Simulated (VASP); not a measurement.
Set up this calculation in VASP 6.6.1, as the native input.

- Task: single point
- Functional: LDA
- Potentials or basis: VASP PAW LDA potentials, release 64 (Pb_d, Te)
- Cutoff: 500 eV
- k mesh: 10 × 10 × 10
- Occupations: gaussian, width 0.02 eV
- Spin: no spin polarisation
- Dipole correction: no
- Further INCAR settings: ALGO = Normal; EDIFF = 1e-06; NBANDS = 17

The structure of TePb lies in POSCAR:

```
TePb
1.0
    0.0000000000      3.1897089014      3.1897089014
    3.1897089014      0.0000000000      3.1897089014
    3.1897089014      3.1897089014      0.0000000000
Pb Te
1 1
Direct
    0.0000000000      0.0000000000      0.0000000000
    0.5000000000      0.5000000000      0.5000000000
```

The input as run:

INCAR

```
ALGO     = Normal         # electronic algorithm
EDIFF    = 1E-6           # SCF threshold, eV
ENCUT    = 500            # plane-wave cutoff, eV
GGA      = CA             # functional
GGA_COMPAT= False        
ISIF     = 2              # what is computed and relaxed
ISMEAR   = 0              # smearing method
LASPH    = True           # aspherical terms in the spheres
LCHARG   = True           # write CHGCAR
LELF     = True           # ELF
LREAL    = False          # projectors in reciprocal space
LVHAR    = True         
LWAVE    = False          # write WAVECAR
NBANDS   = 17             # bands
NELM     = 120            # most SCF steps
PREC     = Accurate       # precision mode
SIGMA    = 0.02           # smearing width, eV
```

KPOINTS

```
k-points
0
Gamma
  10 10 10
```

Potentials or basis: VASP PAW LDA potentials, release 64 (Pb_d, Te).

Launch:

```bash
$ cat potpaw_LDA.64/Pb_d/POTCAR potpaw_LDA.64/Te/POTCAR > POTCAR
$ mpirun -np 1 vasp_std > vasp.out
```

Results of the run:

```
Pressure               : 0.1 GPa
Band gap on the k mesh : 0.55 eV
```

Caveat: spin-orbit coupling is left out, which moves the levels of the heavy elements.

Wall time 51 s on 1 thread of Intel(R) Xeon(R) Platinum 8259CL CPU @ 2.50GHz (Skylake/Cascade Lake), on a shared host, peak memory 0.2 GiB.
